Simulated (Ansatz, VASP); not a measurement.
**Two plane-wave programs on BiCCl**

```xyz
6
Lattice="4.9616 0.0000 0.0000 -2.4808 4.2968 0.0000 0.0000 0.0000 5.6597" Properties=species:S:1:pos:R:3 pbc="T T T"
Bi    2.4808    1.4323    1.4149
Bi    0.0000    2.8646    4.2448
C     0.0000    0.0000    2.8299
C     0.0000    0.0000    0.0000
Cl    0.0000    2.8646    1.4149
Cl    2.4808    1.4323    4.2448
```

Change from the starting cell: species swapped into the NdAsPd type (P6_3/mmc, No. 194).

Alike in both runs: functional PBE; k mesh 12 × 12 × 6; occupations gaussian, width 0.1 eV; no spin polarisation.

Ansatz relaxed the structure, and its values are those at the end. VASP's run is a single point on that final structure, the one shown.

|  | VASP | Ansatz |
| --- | --- | --- |
| version | VASP 6.6.1 | Ansatz 0.2.0 |
| potentials or method | VASP PAW PBE potentials, release 64 (Bi_d, C, Cl), cutoff 520 eV | scalar-relativistic, plane waves, PAW |
| valence electrons in the cell | 52 | 52 |

|  | VASP | Ansatz | Ansatz less VASP |
| --- | --- | --- | --- |
| gap on the k mesh at the Fermi level (eV) | none | none | - |
| pressure (GPa) | 0.0 | 0.0 | +0.04 |

A gap of «none» marks a metal or a gap that the smearing closes. With one functional, cell and mesh, what is left measures potentials, basis and numerics.

Spin-orbit coupling is off throughout.
